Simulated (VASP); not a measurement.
Input of a VASP 6.6.1 run:

The input INCAR:

```
SYSTEM = Mg3Te
PREC = Accurate
ENCUT = 520
EDIFF = 1E-7
ISMEAR = -1
SIGMA = 0.05
LREAL = .False.
LASPH = .True.
NELM = 80
ALGO = Normal
ISIF = 2
LWAVE = .False.
LCHARG = .True.
LELF = .True.
LVHAR = .True.
NBANDS = 14
```

Contents of KPOINTS:

```
Automatic mesh
0
Gamma
  9 9 9
  0 0 0
```

Contents of POSCAR:

```
Mg3Te
1.0
   -2.1535283599      2.1535283599      5.3174723838
    2.1535283599     -2.1535283599      5.3174723838
    2.1535283599      2.1535283599     -5.3174723838
Te Mg
1 3
Direct
    0.0000000000      0.0000000000      0.0000000000
    0.2500000000      0.7500000000      0.5000000000
    0.7500000000      0.2500000000      0.5000000000
    0.5000000000      0.5000000000      0.0000000000
```

Potentials or basis: VASP PAW LDA potentials, release 64 (Te, Mg).

Run with:

```sh
$ cat potpaw_LDA.64/Te/POTCAR potpaw_LDA.64/Mg/POTCAR > POTCAR
$ mpirun -np 1 vasp_std > vasp.out
```

Q: Predict the band gap on the k mesh.

A: Zero (band 6 reaches 4.60 eV, above the bottom of band 7 at 3.29 eV).

Q: Predict the pressure.

A: -3.2 GPa.

Stress tensor (GPa, compression positive):
```
-3.33  0.00  0.00
 0.00 -3.33  0.00
 0.00  0.00 -2.89
```

Caveat: spin-orbit coupling is left out, which moves the levels of the heavy elements.
